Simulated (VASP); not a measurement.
# InSb (I-4m2) in VASP: a series of runs

InSb is run at these levels: r2SCAN; tasks: single point.

Everything below comes from runs of VASP 6.6.1. Logs are shortened: lines on timing, memory, paths and dates and some standing lists are left out, and cuts for length are marked.

### Step 1. The cell of the first run

Symmetry: I-4m2, No. 119, tetragonal system. The conventional cell has a = 4.581 Å, b = 4.581 Å, c = 6.316 Å, α = 90.00°, β = 90.00°, γ = 90.00°. Within 3.7 Å of In (site symmetry -4m2) lie 4 Sb at 2.78 Å. Within 3.7 Å of Sb (site symmetry -4m2) lie 4 In at 2.78 Å.

### Step 2. Single point, r2SCAN (strain -0.0250 x Voigt [1, 0, 0, 0, 0, 0])

Input file POSCAR:

```
InSb
1.0
    0.0000000000      3.2391000000      3.2391000000
    3.1581225000      0.0000000000      3.2391000000
    3.1581225000      3.2391000000      0.0000000000
In Sb
1 1
Direct
    0.0000000000      0.0000000000      0.0000000000
    0.7500000000      0.7500000000      0.7500000000
```

Input file INCAR.step1:

```
SYSTEM = InSb
ALGO = Normal
EDIFF = 1E-4
ENCUT = 520
GGA = PE
ISMEAR = 0
LASPH = .True.
LCHARG = .False.
LREAL = .False.
LWAVE = .True.
NBANDS = 16
NELM = 60
PREC = Accurate
SIGMA = 0.03
```

Input file INCAR.step2:

```
SYSTEM = InSb
ALGO = Normal
EDIFF = 1E-6
ENCUT = 520
ISIF = 2
ISMEAR = 0
ISTART = 1
LASPH = .True.
LCHARG = .True.
LELF = .True.
LMIXTAU = .True.
LREAL = .False.
LVHAR = .True.
LWAVE = .False.
METAGGA = R2SCAN
NBANDS = 16
NELM = 60
PREC = Accurate
SIGMA = 0.03
```

Input file KPOINTS:

```
k-points
0
Gamma
  10 10 10
  0 0 0
```

Potentials or basis: VASP PAW PBE potentials, release 64 (In_d, Sb).

Command:

```console
$ cat potpaw_PBE.64/In_d/POTCAR potpaw_PBE.64/Sb/POTCAR > POTCAR
$ cp INCAR.step1 INCAR
$ mpirun -np 1 vasp_std > vasp.out
$ cp INCAR.step2 INCAR
$ mpirun -np 1 vasp_std > vasp.out
```

OUTCAR:

```text
SYSTEM = InSb
   EDIFF = 1E-6
   ENCUT = 520
   ISIF = 2
   ISMEAR = 0
   ISTART = 1
   LASPH = .True.
   LREAL = .False.
   METAGGA = R2SCAN
   NELM = 60
   PREC = Accurate

 ion  position               nearest neighbor table
   1  0.000  0.000  0.000-   2 2.78   2 2.78   2 2.78   2 2.78
   2  0.750  0.750  0.750-   1 2.78   1 2.78   1 2.78   1 2.78

  LATTYP: Found a body centered tetragonal cell.
 ALAT       =     4.5807791499
 C/A-ratio  =     1.3788582233

  Lattice vectors:

 A1 = (  -3.1581225000,   0.0000000000,  -3.2391000000)
 A2 = (  -3.1581225000,   0.0000000000,   3.2391000000)
 A3 = (   3.1581225000,   3.2391000000,   0.0000000000)

Analysis of symmetry for initial positions (statically):
=====================================================================
 Subroutine PRICEL returns:
 Original cell was already a primitive cell.

 Routine SETGRP: Setting up the symmetry group for a
 body centered tetragonal supercell.

 Subroutine GETGRP returns: Found  8 space group operations
 (whereof  8 operations were pure point group operations)
 out of a pool of 16 trial point group operations.

The static configuration has the point symmetry D_2d.

Analysis of symmetry for dynamics (positions and initial velocities):
=====================================================================
 Subroutine PRICEL returns:
 Original cell was already a primitive cell.

 Routine SETGRP: Setting up the symmetry group for a
 body centered tetragonal supercell.

 Subroutine GETGRP returns: Found  8 space group operations
 (whereof  8 operations were pure point group operations)
 out of a pool of 16 trial point group operations.

The dynamic configuration has the point symmetry D_2d.

 Subroutine INISYM returns: Found  8 space group operations
 (whereof  8 operations are pure point group operations),
 and found     1 'primitive' translations

----------------------------------------------------------------------------------------

                                     Primitive cell

  volume of cell :      66.2686

  direct lattice vectors                    reciprocal lattice vectors
     0.000000000  3.239100000  3.239100000    -0.158321914  0.154363867  0.154363867
     3.158122500  0.000000000  3.239100000     0.158321914 -0.154363867  0.154363867
     3.158122500  3.239100000  0.000000000     0.158321914  0.154363867 -0.154363867

  length of vectors
     4.580779150  4.523881799  4.523881799     0.269670605  0.269670605  0.269670605

[... 81 lines left out ...]
   LREAL  =      F    real-space projection
   EDIFFG = 0.1E-04   stopping-criterion for IOM
   NSW    =      0    number of steps for IOM
   IBRION =     -1    ionic relax: 0-MD 1-quasi-New 2-CG
   NFREE  =      0    steps in history (QN), initial steepest desc. (CG)
   ISIF   =      2    stress and relaxation
   ISYM   =      2    0-nonsym 1-usesym 2-fastsym
   POTIM  = 0.5000    time-step for ionic-motion
   TEBEG  =    0.0;   TEEND  =   0.0 temperature during run
   PSTRESS=    0.0 pullay stress
   NELECT =      18.0000    total number of electrons
   NUPDOWN=      -1.0000    fix difference up-down
   EMIN   =  10.00;   EMAX   =-10.00  energy-range for DOS
   EFERMI =   0.00;   METHOD = LEGACY
   ISMEAR =     0;   SIGMA  =   0.03  broadening in eV -4-tet -1-fermi 0-gaus
   EFERMI_NEDOS =   21; number of points for ismear=-14 and -15
   IALGO  =     38    algorithm
   IMIX   =      4    mixing-type and parameters
     AMIX     =   0.40;   BMIX     =  1.00
     AMIX_MAG =   1.60;   BMIX_MAG =  1.00
  volume/ion in A,a.u.               =      33.13       223.60
  Fermi-wavevector in a.u.,A,eV,Ry     =   1.060221  2.003527 15.293884  1.124069
  Thomas-Fermi vector in A             =   2.195594
   LORBIT       =      0    0 simple, 1 ext, 2 COOP (PROOUT), +10 PAW based schemes
   METAGGA = R2SCAN    functional components
   LHFCALC =     F    Hartree Fock is set to
   AEXX    =    0.0000 exact exchange contribution
   IVDW    =     0    specifies the selected vdW correction
   LEPSILON=     F    determine dielectric tensor
   LRPA    =     F    only Hartree local field effects (RPA)
 non-spin polarized calculation
 Gauss-broadening in eV      SIGMA  =   0.03
  energy-cutoff  :      520.00
  volume of cell :       66.27
 maximum number of plane-waves:      1806
 NGX is ok and might be reduce to    36
   NGX = 17   NGY = 17   NGZ = 17

 number of electron      17.9999997 magnetization

 Free energy of the ion-electron system (eV)
  ---------------------------------------------------
  ext. energy  EPLUGINS =         0.00000000
  ---------------------------------------------------
  free energy    TOTEN  =       -48.72647633 eV

  energy without entropy =      -48.72647633  energy(sigma->0) =      -48.72647633

 E-fermi :   5.4581     XC(G=0):  -9.3598

 val. band max:        5.2880405201   @ k =   0.0000   0.0000   0.0000
 cond. band min:       5.5972686851   @ k =   0.0000   0.0000   0.0000
 fundamental gap:      0.3092281649
 Fermi energy:         5.4581157869

 k-point     1 :       0.0000    0.0000    0.0000
  band No.  band energies     occupation
      1      -9.9525      2.00000
      2      -9.9525      2.00000
      3      -9.9475      2.00000
      4      -9.8426      2.00000
      5      -9.8389      2.00000
      6      -6.0930      2.00000
[... 433 lines left out ...]
      3      -9.9085      2.00000
      4      -9.8556      2.00000
      5      -9.8339      2.00000
      6      -4.5997      2.00000
[... 8 lines left out ...]
     15      15.3894      0.00000
     16      15.9713      0.00000

 [... further k-points ...]

------------------------ aborting loop because EDIFF is reached ----------------------------------------

  FORCE on cell =-STRESS in cart. coord.  units (eV):
  Direction    XX          YY          ZZ          XY          YZ          ZX
  --------------------------------------------------------------------------------------
  -------------------------------------------------------------------------------------
  Total        1.4600618      1.1662180      1.1662180      0.0000000      0.0000000     -0.0000000
  in kB       35.2999547     28.1956853     28.1956853      0.0000000      0.0000000     -0.0000000
  external PRESSURE =      30.5637751 kB  Pullay stress =       0.0000000 kB

 VOLUME and BASIS-vectors are now :
 -----------------------------------------------------------------------------
  energy-cutoff  :      520.00
  volume of cell :       66.27
      direct lattice vectors                 reciprocal lattice vectors
     0.000000000  3.239100000  3.239100000    -0.158321914  0.154363867  0.154363867
     3.158122500  0.000000000  3.239100000     0.158321914 -0.154363867  0.154363867
     3.158122500  3.239100000  0.000000000     0.158321914  0.154363867 -0.154363867

 POSITION                                       TOTAL-FORCE (eV/Angst)
 -----------------------------------------------------------------------------------
      0.00000      0.00000      0.00000         0.000000      0.000000      0.000000
      4.73718      4.85865      4.85865        -0.000000     -0.000000     -0.000000
 -----------------------------------------------------------------------------------
    total drift:                                0.000004      0.000002      0.000002

  FREE ENERGIE OF THE ION-ELECTRON SYSTEM (eV)
  ---------------------------------------------------
  free  energy   TOTEN  =       -48.7264763272 eV

  energy  without entropy=      -48.7264763272  energy(sigma->0) =      -48.72647633
```

OUTCAR.step1:

```text
SYSTEM = InSb
   EDIFF = 1E-4
   ENCUT = 520
   GGA = PE
   ISMEAR = 0
   LASPH = .True.
   LREAL = .False.
[... 678 lines left out ...]
      0.00000      0.00000      0.00000         0.000000     -0.000000     -0.000000
      4.73718      4.85865      4.85865        -0.000000      0.000000      0.000000
 -----------------------------------------------------------------------------------
    total drift:                                0.000000      0.000000      0.000000

  FREE ENERGIE OF THE ION-ELECTRON SYSTEM (eV)
  ---------------------------------------------------
  free  energy   TOTEN  =        -6.8631770169 eV

  energy  without entropy=       -6.8631762582  energy(sigma->0) =       -6.86317664
```

Run time: 6.6 min. Hardware: 1 thread of Intel Xeon Platinum 8259CL at 2.50GHz (Skylake/Cascade Lake), shared host; peak memory 0.29 GiB.

What came out:

```yaml
Free_energy: -48.7265 eV
Pressure: 3.1 GPa
Band_gap_on_the_k_mesh: 0.31 eV, direct
```

Caveat: the cell differs from its parent crystal (strain -0.0250 x Voigt [1, 0, 0, 0, 0, 0]); the PAW data sets were made with another functional, which shifts forces and pressure a little; spin-orbit coupling is left out, which moves the levels of the heavy elements.

### Step 3. Single point, r2SCAN (strain +0.0250 x Voigt [1, 0, 0, 0, 0, 0])

Input file POSCAR:

```
InSb
1.0
    0.0000000000      3.2391000000      3.2391000000
    3.3200775000      0.0000000000      3.2391000000
    3.3200775000      3.2391000000      0.0000000000
In Sb
1 1
Direct
    0.0000000000      0.0000000000      0.0000000000
    0.7500000000      0.7500000000      0.7500000000
```

Input file INCAR.step1:

```
PREC = Accurate
ENCUT = 520
ISMEAR = 0
SIGMA = 0.03
LREAL = False
LASPH = True
NELM = 80
NBANDS = 16
GGA = PE
ALGO = Normal
EDIFF = 1E-4
LWAVE = True
LCHARG = False
```

Input file INCAR.step2:

```
PREC = Accurate
ENCUT = 520
EDIFF = 1E-6
ISMEAR = 0
SIGMA = 0.03
LREAL = False
LASPH = True
NELM = 80
ALGO = Normal
ISIF = 2
LWAVE = False
LCHARG = False
METAGGA = R2SCAN
LMIXTAU = True
NBANDS = 16
ISTART = 1
```

Input file KPOINTS:

```
regular mesh
0
Gamma
  10 10 10
```

Potentials or basis: VASP PAW PBE potentials, release 64 (In_d, Sb).

Command:

```console
$ cat potpaw_PBE.64/In_d/POTCAR potpaw_PBE.64/Sb/POTCAR > POTCAR
$ cp INCAR.step1 INCAR
$ mpirun -np 1 vasp_std > vasp.out
$ cp INCAR.step2 INCAR
$ mpirun -np 1 vasp_std > vasp.out
```

It took 6.6 min on 1 thread of Intel Xeon Platinum 8259CL at 2.50GHz (Skylake/Cascade Lake), shared host; peak memory 0.3 GiB.

Results (log left out):

```yaml
Free_energy: -48.7636 eV
Pressure: 0.5 GPa
Band_gap_on_the_k_mesh: 0.04 eV, direct
```

Stress tensor (GPa, compression positive):
```
-0.05  0.00  0.00
 0.00  0.73  0.00
 0.00  0.00  0.73
```

Levels at points of the mesh, in eV from the valence-band top:
| k point | band 5 | band 6 | band 7 | band 8 | band 9 | band 10 | band 11 | band 12 | band 13 | band 14 |
| --- | --- | --- | --- | --- | --- | --- | --- | --- | --- | --- |
| (0.00, 0.00, 0.00) | -14.99 | -11.01 | -0.13 | 0.00 | 0.00 | 0.04 | 3.16 | 3.16 | 3.22 | 6.12 |
| (0.50, 0.00, 0.00) | -14.99 | -9.62 | -5.70 | -1.14 | -0.97 | 0.74 | 4.00 | 4.11 | 6.44 | 8.66 |
| (0.50, 0.50, 0.00) | -14.98 | -8.98 | -5.97 | -2.37 | -2.35 | 1.46 | 1.53 | 8.48 | 8.56 | 9.26 |
| (0.00, 0.50, 0.50) | -14.99 | -9.05 | -6.08 | -2.23 | -2.23 | 1.65 | 1.66 | 8.53 | 8.53 | 9.13 |

Caveat: the cell differs from its parent crystal (strain +0.0250 x Voigt [1, 0, 0, 0, 0, 0]); the PAW data sets were made with another functional, which shifts forces and pressure a little; spin-orbit coupling is left out, which moves the levels of the heavy elements.

(Continued in part 2 of 2.)
